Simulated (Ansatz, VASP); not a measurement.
**SrC2 in VASP and in Ansatz**

The input INCAR:

```
SYSTEM = SrC2
ALGO     = Normal         ! electronic algorithm
EDIFF    = 1E-6           ! SCF threshold, eV
ENCUT    = 520            ! plane-wave cutoff, eV
GGA      = CA             ! functional
ISIF     = 2              ! what is computed and relaxed
ISMEAR   = 0              ! smearing method
LASPH    = .True.         ! aspherical terms in the spheres
LCHARG   = .False.        ! write CHGCAR
LREAL    = .False.        ! projectors in reciprocal space
LWAVE    = .False.        ! write WAVECAR
NBANDS   = 16             ! bands
NELM     = 60             ! most SCF steps
PREC     = Accurate       ! precision mode
SIGMA    = 0.05           ! smearing width, eV
```

Contents of KPOINTS:

```
k-points
0
Gamma
  9 9 9
  0 0 0
```

Contents of POSCAR:

```
SrC2
1.0
    2.3159395519      1.3371083237      2.1221293976
   -2.3159395519      1.3371083237      2.1221293976
    0.0000000000     -2.6742166475      2.1221293976
Sr C
1 2
Direct
    0.0000000000      0.0000000000      0.0000000000
    0.5915580000      0.5915580000      0.5915580000
    0.4084420000      0.4084420000      0.4084420000
```

Input for Ansatz:

```yaml
crystal:
  lattice:
    - [2.3159395519, 1.3371083237, 2.1221293976]
    - [-2.3159395519, 1.3371083237, 2.1221293976]
    - [0.0, -2.6742166475, 2.1221293976]
  atoms:
    - { symbol: Sr, position: [0.0, 0.0, 0.0] }
    - { symbol: C, position: [0.591558, 0.591558, 0.591558] }
    - { symbol: C, position: [0.408442, 0.408442, 0.408442] }
basis:
  ecutwfc: 420
kpoints:
  mp_grid: { grid: [9, 9, 9] }
hamiltonian:
  xc: lda
scf:
  occupations: { method: gaussian, width: 0.05 }
output:
  forces: true
  stress: true
  eigenvalues: true
```

Change from the starting cell: strain -0.080 along x and y, -0.080 along z, atoms carried along.

Alike in both runs: task single point; functional LDA; k mesh 9 × 9 × 9; occupations gaussian, width 0.05 eV; no spin polarisation.

|  | VASP | Ansatz |
| --- | --- | --- |
| version | VASP 6.6.1 | Ansatz 0.2.0 |
| potentials or method | VASP PAW LDA potentials, release 64 (Sr_sv, C), cutoff 520 eV | scalar-relativistic, plane waves, PAW |
| valence electrons in the cell | 18 | 18 |

VASP gave:

```
gap on the k mesh at the Fermi level (eV)                     : 0.85
least direct gap on the mesh (eV)                             : 2.26
pressure (GPa)                                                : 27.9
traceless stress, the component that is largest in VASP (GPa) : 34.90
rms of the force components (eV/Å)                            : 3.917
```

**Question.** Estimate Ansatz's values.

**Answer.** gap on the k mesh at the Fermi level (eV): 0.91; least direct gap on the mesh (eV): 2.28; pressure (GPa): 26.9; traceless stress, the component that is largest in VASP (GPa): 34.16; rms of the force components (eV/Å): 3.830.

LDA's correlation is that of Perdew and Zunger in VASP and of Perdew and Wang (1992) in Ansatz. Atom by atom the forces differ by 0.087 eV/Å (rms over components).
